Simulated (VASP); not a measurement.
Write the native input for VASP 6.6.1 that does the following.

```
Task                   : relaxation of cell and atoms
Functional             : PBEsol
Potentials or basis    : VASP PAW PBE potentials, release 64 (Be)
Cutoff                 : 600 eV
k mesh                 : 21 × 21 × 21
Occupations            : fermi-dirac, width 0.05 eV
Spin                   : no spin polarisation
Target pressure        : 470 GPa
Dipole correction      : no
Further INCAR settings : ALGO = Normal; EDIFF = 1e-06; IBRION = 2; EDIFFG = -0.005; NSW = 60; ISIF = 3
```

The structure of Be lies in POSCAR:

```
Be
1.0
    0.0000000000      1.4957317429      1.4957317429
    1.4957317429      0.0000000000      1.4957317429
    1.4957317429      1.4957317429      0.0000000000
Be
2
Direct
   -0.1250000000     -0.1250000000     -0.1250000000
    0.1250000000      0.1250000000      0.1250000000
```

This isn't the form of Be at room conditions, which is hcp.

One way to write it, as run:

INCAR

```
SYSTEM = Be
ALGO = Normal ; EDIFF = 1E-6
EDIFFG = -0.005 ; ENCUT = 600
GGA = PS ; IBRION = 2
ISIF = 3 ; ISMEAR = -1
LASPH = .TRUE. ; LCHARG = .FALSE.
LREAL = .FALSE. ; LWAVE = .FALSE.
NELM = 100 ; NSW = 60
PREC = Accurate ; PSTRESS = 4700.0
SIGMA = 0.05
```

KPOINTS

```
k-points
0
G
  21 21 21
  0 0 0
```

Potentials or basis: VASP PAW PBE potentials, release 64 (Be).

Run with:

```bash
$ cat potpaw_PBE.64/Be/POTCAR > POTCAR
$ mpirun -np 1 vasp_std > vasp.out
```

It gave:

```yaml
Relaxed_volume: 3.99 Å³/atom
Relaxed_cell: a = 2.244 Å, b = 2.244 Å, c = 2.244 Å, α = 60.00°, β = 60.00°, γ = 60.00°
Space_group_after_relaxing_to_0.1_Å: Fd-3m (No. 227)
Energy_change_on_relaxing_the_run_minimises_the_enthalpy: -2304.0 meV/atom
Ionic_steps: 15
Pressure_after_relaxing: 469.9 GPa
Band_gap_on_the_k_mesh: zero (bands 2 and 3 overlap by 11.78 eV)
```

Caveat: the cell is relaxed towards a set pressure, so the run minimises the enthalpy, not the energy; the volume moved by over 15 % at a fixed basis, so the end points are rough; the PAW data sets were made with another functional, which shifts forces and pressure a little.

Run time: 88 s on 1 thread of Intel Xeon 8259CL, on a shared host, peak memory 0.13 GiB.
